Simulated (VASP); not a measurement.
Write the native input for VASP 6.6.1 that does the following.

```
Task                   : single point
Functional             : PBE
Dispersion             : D4
Potentials or basis    : VASP PAW PBE potentials, release 64 (Sr_sv, Cl)
Cutoff                 : 520 eV
k mesh                 : 4 × 4 × 4
Occupations            : gaussian, width 0.01 eV
Spin                   : no spin polarisation
Dipole correction      : no
Further INCAR settings : ALGO = Normal; EDIFF = 1e-06; NBANDS = 19
```

The structure of SrCl2 lies in POSCAR:

```
SrCl2
1.0
    0.0000000000      3.4977180859      3.4977180859
    3.4977180859      0.0000000000      3.4977180859
    3.4977180859      3.4977180859      0.0000000000
Sr Cl
1 2
Direct
    0.0000000000      0.0000000000      0.0000000000
    0.2500000000      0.2500000000      0.2500000000
    0.7500000000      0.7500000000      0.7500000000
```

The input as run:

INCAR

```
SYSTEM = SrCl2
ALGO     = Normal         ! electronic algorithm
EDIFF    = 1E-6           ! SCF threshold, eV
ENCUT    = 520            ! plane-wave cutoff, eV
GGA      = PE             ! functional
ISIF     = 2              ! what is computed and relaxed
ISMEAR   = 0              ! smearing method
IVDW     = 13             ! dispersion correction
LASPH    = .True.         ! aspherical terms in the spheres
LCHARG   = .True.         ! write CHGCAR
LELF     = .True.         ! ELF
LREAL    = .False.        ! projectors in reciprocal space
LVHAR    = .True.       
LWAVE    = .False.        ! write WAVECAR
NBANDS   = 19             ! bands
NELM     = 60             ! most SCF steps
PREC     = Accurate       ! precision mode
SIGMA    = 0.01           ! smearing width, eV
```

KPOINTS

```
k-points
0
Gamma
  4 4 4
  0 0 0
```

Potentials or basis: VASP PAW PBE potentials, release 64 (Sr_sv, Cl).

Run with:

```sh
$ cat potpaw_PBE.64/Sr_sv/POTCAR potpaw_PBE.64/Cl/POTCAR > POTCAR
$ mpirun -np 1 vasp_std > vasp.out
```

It gave:

```json
{
  "Pressure": "-0.3 GPa",
  "Band gap on the k mesh": "5.31 eV (least direct gap 5.51 eV)",
  "Dispersion energy per atom": "-0.192 eV"
}
```

Run time: 11 s on 1 thread of Intel(R) Xeon(R) 6975P-C (Granite Rapids) (shared host), peak memory 0.23 GiB.
